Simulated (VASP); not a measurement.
Ti, 1 atom in the cell. Symmetry: Im-3m, No. 229, cubic system. The conventional cell has a = 3.110 Å, b = 3.110 Å, c = 3.110 Å, α = 90.00°, β = 90.00°, γ = 90.00°. Within 3.6 Å of Ti (site symmetry m-3m) lie 14 Ti at 2.69 to 3.11 Å. This isn't the form of Ti at room conditions, which is hcp.

```yaml
Program: VASP 6.6.1
Task: single point
Functional: r2SCAN
Potentials_or_basis: VASP PAW PBE potentials, release 64 (Ti_sv)
Cutoff: 520 eV
k_mesh: 15 × 15 × 15
Occupations: fermi-dirac, width 0.1 eV
Spin: no spin polarisation
Dipole_correction: no
Further_INCAR_settings: ALGO = Normal; EDIFF = 1e-06; NBANDS = 12
```

Potentials or basis: VASP PAW PBE potentials, release 64 (Ti_sv).

Command:

```console
$ cat potpaw_PBE.64/Ti_sv/POTCAR > POTCAR
$ cp INCAR.step1 INCAR
$ mpirun -np 1 vasp_std > vasp.out
$ cp INCAR.step2 INCAR
$ mpirun -np 1 vasp_std > vasp.out
```

Hardware: 1 thread of AMD EPYC 9R45 96-Core Processor (Zen 5), with other jobs on the host.

Question: How long does it take, and how much memory?

Answer: It took 45 s on 1 thread of AMD EPYC 9R45 96-Core Processor (Zen 5), with other jobs on the host, peak memory 0.11 GiB. Counts: k points 120.
